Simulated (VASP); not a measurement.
**SnO2 (Cassiterite): relaxation of cell and atoms with revPBE+D3(BJ)**

SnO2 (Cassiterite):

```
Sn O
1.0
     4.73800    0.00000    0.00000
     0.00000    4.73800    0.00000
     0.00000    0.00000    3.18650
Sn O
2 4
Direct
  0.00000 0.00000 0.00000
  0.50000 0.50000 0.50000
  0.30710 0.30710 0.00000
  0.19290 0.80710 0.50000
  0.69290 0.69290 0.00000
  0.80710 0.19290 0.50000
```

| Property | Result |
| --- | --- |
| Program | VASP 6.6.1 |
| Task | relaxation of cell and atoms |
| Functional | revPBE |
| Dispersion | D3(BJ) |
| Potentials or basis | VASP PAW PBE potentials, release 64 (Sn_d, O) |
| Cutoff | 600 eV |
| k mesh | 6 × 6 × 8 |
| Occupations | gaussian, width 0.01 eV |
| Spin | no spin polarisation |
| Dipole correction | no |
| Further INCAR settings | ALGO = Normal; EDIFF = 1e-06; IBRION = 2; EDIFFG = -0.01; NSW = 80; ISIF = 3 |

The relaxed volume is 12.40 Å³/atom, the relaxed cell is a = 4.794 Å, b = 4.794 Å, c = 3.237 Å, α = 90.00°, β = 90.00°, γ = 90.00° and the space group after relaxing (to 0.05 Å) is P4_2/mnm (No. 136). The energy gained by relaxing is 13.3 meV/atom, the ionic steps are 5 and the pressure after relaxing is 0.1 GPa. The largest force after relaxing is 0.006 eV/Å and the band gap on the k mesh is 0.86 eV, direct. The dispersion energy per atom is -0.414 eV.

Forces on the atoms (eV/Å):
```
Sn   0.000  0.000  0.000
Sn   0.000  0.000  0.000
O   -0.004 -0.004  0.000
O    0.004 -0.004  0.000
O    0.004  0.004  0.000
O   -0.004  0.004  0.000
```

Stress tensor (GPa, compression positive):
```
 0.11  0.00  0.00
 0.00  0.11  0.00
 0.00  0.00 -0.02
```

The path:
```csv
step,energy change (eV),largest force (eV/Å),pressure (GPa),volume (Å³)
1,0.0000,0.3327,8.52,71.53
2,0.0446,0.3121,-8.75,78.30
3,-0.0796,0.0004,-0.07,74.41
4,-0.0796,0.0057,0.10,74.35
5,-0.0797,0.0058,0.06,74.38
```

Final structure:
```
CELL_PARAMETERS angstrom
4.79373 0.00000 0.00000
0.00000 4.79373 0.00000
0.00000 0.00000 3.23665
ATOMIC_POSITIONS crystal
Sn 0.00000 0.00000 0.00000
Sn 0.50000 0.50000 0.50000
O 0.30603 0.30603 0.00000
O 0.19397 0.80603 0.50000
O 0.69397 0.69397 0.00000
O 0.80603 0.19397 0.50000
```

Levels at points of the mesh, in eV from the valence-band top:
```tsv
k point	band 23	band 24	band 25	band 26	band 27	band 28	band 29	band 30
(0.00, 0.00, 0.00)	-1.26	-0.74	-0.74	0.00	0.86	5.87	6.19	6.19
(0.50, 0.00, 0.00)	-1.21	-1.21	-0.60	-0.60	4.08	4.08	6.96	6.96
(0.50, 0.50, 0.00)	-1.33	-1.33	-0.85	-0.85	4.48	4.48	7.33	7.33
(0.00, 0.00, 0.50)	-1.55	-1.55	-1.19	-1.19	5.79	5.79	9.59	9.59
(0.50, 0.00, 0.50)	-1.03	-1.03	-0.72	-0.72	6.06	6.06	7.84	7.84
(0.50, 0.50, 0.50)	-0.91	-0.91	-0.79	-0.79	4.53	4.53	8.85	8.85
```

It took 5.2 min on 1 thread of Intel(R) Xeon(R) Platinum 8375C CPU @ 2.90GHz (Ice Lake), with other jobs on the host, peak memory 0.29 GiB.

Caveat: the PAW data sets were made with another functional, which shifts forces and pressure a little; spin-orbit coupling is left out, which moves the levels of the heavy elements. As with any semilocal functional, this revPBE gap is likely too small.
